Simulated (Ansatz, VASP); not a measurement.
Two plane-wave programs on SrTiO3

```
Sr Ti O
1.0
     3.89112    0.00000    0.00000
     0.00000    3.89112    0.00000
     0.00000    0.00000    3.89112
Sr Ti O
1 1 3
Direct
  0.00000 0.00000 0.00000
  0.50000 0.50000 0.50000
  0.00000 0.50000 0.50000
  0.50000 0.00000 0.50000
  0.50000 0.50000 0.00000
```

Alike in both runs: task single point; functional PBEsol; k mesh 8 × 8 × 8; occupations gaussian, width 0.02 eV; no spin polarisation.

|  | VASP | Ansatz |
| --- | --- | --- |
| version | VASP 6.6.1 | Ansatz 0.2.0 |
| potentials or method | VASP PAW PBE potentials, release 64 (Sr_sv, Ti_sv, O), cutoff 520 eV | scalar-relativistic, plane waves, PAW |
| valence electrons in the cell | 40 | 40 |

|  | VASP | Ansatz | Ansatz less VASP |
| --- | --- | --- | --- |
| gap on the k mesh at the Fermi level (eV) | 1.82 | 1.85 | +0.032 |
| least direct gap on the mesh (eV) | 2.17 | 2.19 | +0.021 |
| pressure (GPa) | 0.7 | 0.0 | -0.68 |

VASP's potentials were made for PBE, not for PBEsol. The functional is the same, so the differences come from potentials, cutoffs and numerics.
